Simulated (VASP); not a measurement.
A run of VASP 6.6.1:

File INCAR:

```
SYSTEM = Te
ALGO = Normal ; EDIFF = 1E-6
ENCUT = 520 ; GGA = PE
ISIF = 2 ; ISMEAR = -1
LASPH = .True. ; LCHARG = .False.
LREAL = .False. ; LWAVE = .False.
NBANDS = 16 ; NELM = 60
PREC = Accurate ; SIGMA = 0.05
```

File KPOINTS:

```
k-points
0
Gamma
  8 8 5
  0 0 0
```

Contents of POSCAR:

```
Te
1.0
    4.4690434462      0.0000000000      0.0000000000
   -2.2345217231      3.8703051551      0.0000000000
    0.0000000000      0.0000000000      5.8571823784
Te
3
Direct
    0.2684005468      1.0000000000      0.3333333333
    0.0000000000      0.2684005468      0.6666666667
    0.7315994532      0.7315994532      0.0000000000
```

Potentials or basis: VASP PAW PBE potentials, release 64 (Te).

Launch:

```console
$ cat potpaw_PBE.64/Te/POTCAR > POTCAR
$ mpirun -np 1 vasp_std > vasp.out
```

Hardware: 1 thread of Intel Xeon 8259CL, on a shared host.

Question: How long does it take, and how much memory?

Answer: It took 96 s on 1 thread of Intel Xeon 8259CL (shared host), peak memory 0.25 GiB. Counts: scf iterations 12, k points 40.
